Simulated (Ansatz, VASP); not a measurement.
**Two plane-wave programs on Al2H**

Contents of INCAR:

```
SYSTEM = Al2H
PREC = Accurate
ENCUT = 600
EDIFF = 1E-6
ISMEAR = 0
SIGMA = 0.1
LREAL = .FALSE.
LASPH = .TRUE.
NELM = 80
ALGO = Normal
ISIF = 3
LWAVE = .FALSE.
LCHARG = .FALSE.
GGA = PE
IBRION = 2
NSW = 100
EDIFFG = -0.01
```

The input KPOINTS:

```
regular mesh
0
G
  10 10 10
  0 0 0
```

File POSCAR:

```
Al2H
1.0
   -2.7706343365      2.7706343365      2.3464678479
    2.7706343365     -2.7706343365      2.3464678479
    2.7706343365      2.7706343365     -2.3464678479
Al H
4 2
Direct
    0.6680997333      0.1680997333      0.8361994667
    0.1680997333      0.3319002667      0.5000000000
    0.3319002667      0.8319002667      0.1638005333
    0.8319002667      0.6680997333      0.5000000000
    0.2500000000      0.2500000000      0.0000000000
    0.7500000000      0.7500000000      0.0000000000
```

Input for Ansatz:

```yaml
crystal:
  lattice:
    - [-2.7706343365, 2.7706343365, 2.3464678479]
    - [2.7706343365, -2.7706343365, 2.3464678479]
    - [2.7706343365, 2.7706343365, -2.3464678479]
  atoms:
    - { symbol: Al, position: [0.6680997333, 0.1680997333, 0.8361994667] }
    - { symbol: Al, position: [0.1680997333, 0.3319002667, 0.5] }
    - { symbol: Al, position: [0.3319002667, 0.8319002667, 0.1638005333] }
    - { symbol: Al, position: [0.8319002667, 0.6680997333, 0.5] }
    - { symbol: H, position: [0.25, 0.25, 0.0] }
    - { symbol: H, position: [0.75, 0.75, 0.0] }
basis:
  ecutwfc: 420
kpoints:
  mp_grid: { grid: [10, 10, 10] }
hamiltonian:
  xc: pbe
scf:
  occupations: { method: gaussian, width: 0.1 }
output:
  forces: true
  stress: true
  eigenvalues: true
  write_density: true
  write_potential: true
  elf: true
  volumetric_format: npy
relax:
  adjacent_minimum: "off"
  f_tol: 0.01
  max_steps: 80
  cell: { stress_tol: 0.05 }
```

Change from the starting cell: species swapped into the BW2 type (I4/mcm, No. 140).

Alike in both runs: task relaxation of cell and atoms; functional PBE; k mesh 10 × 10 × 10; occupations gaussian, width 0.1 eV; no spin polarisation.

|  | VASP | Ansatz |
| --- | --- | --- |
| version | VASP 6.6.1 | Ansatz 0.2.0 |
| potentials or method | VASP PAW PBE potentials, release 64 (Al, H), cutoff 600 eV | scalar-relativistic, plane waves, PAW |
| valence electrons in the cell | 14 | 14 |

Ansatz gave:

| Property | Result |
| --- | --- |
| gap on the k mesh at the Fermi level, each at its own relaxed structure (eV) | none |
| relaxed volume (Å³/atom) | 12.02 |
| relaxed cell length with the largest relative difference (Å) | 4.558 |

Question: Estimate VASP's values.

Answer: gap on the k mesh at the Fermi level, each at its own relaxed structure (eV): none; relaxed volume (Å³/atom): 12.01; relaxed cell length with the largest relative difference (Å): 4.557.

A gap of «none» marks a metal or a gap that the smearing closes.
